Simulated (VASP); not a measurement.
Wanted: the native input for a VASP 6.6.1 run.

- Task: single point
- Functional: LDA
- Potentials or basis: VASP PAW LDA potentials, release 64 (Al, As)
- Cutoff: 500 eV
- k mesh: 8 × 8 × 8
- Occupations: gaussian, width 0.01 eV
- Spin: no spin polarisation
- Dipole correction: no
- Further INCAR settings: ALGO = Normal; EDIFF = 1e-06; NBANDS = 11

The structure of AlAs lies in POSCAR:

```
AlAs
1.0
    2.7910911316      2.7910911316      0.0000000000
   -2.7910911316      2.7910911316      0.0000000000
    0.0000000000      2.7910911316      2.7910911316
Al As
1 1
Direct
    0.0000000000      0.0000000000      0.0000000000
    0.7500000000      0.2500000000      0.5000000000
```

One way to write it, as run:

INCAR

```
SYSTEM = AlAs
PREC = Accurate
ENCUT = 500
EDIFF = 1E-6
ISMEAR = 0
SIGMA = 0.01
LREAL = .False.
LASPH = .True.
NELM = 120
ALGO = Normal
ISIF = 2
LWAVE = .False.
LCHARG = .False.
NBANDS = 11
GGA_COMPAT = .False.
```

KPOINTS

```
Automatic mesh
0
Gamma
  8 8 8
  0 0 0
```

Potentials or basis: VASP PAW LDA potentials, release 64 (Al, As).

The run is started by

```sh
$ cat potpaw_LDA.64/Al/POTCAR potpaw_LDA.64/As/POTCAR > POTCAR
$ mpirun -np 1 vasp_std > vasp.out
```

It gave:

| Quantity | Value |
| --- | --- |
| Pressure | 2.4 GPa |
| Band gap on the k mesh | 1.27 eV, indirect (least direct gap 2.22 eV) |

Run time: 20 s on 1 thread of Intel(R) Xeon(R) Platinum 8259CL CPU @ 2.50GHz (Skylake/Cascade Lake) (shared host), peak memory 0.15 GiB.
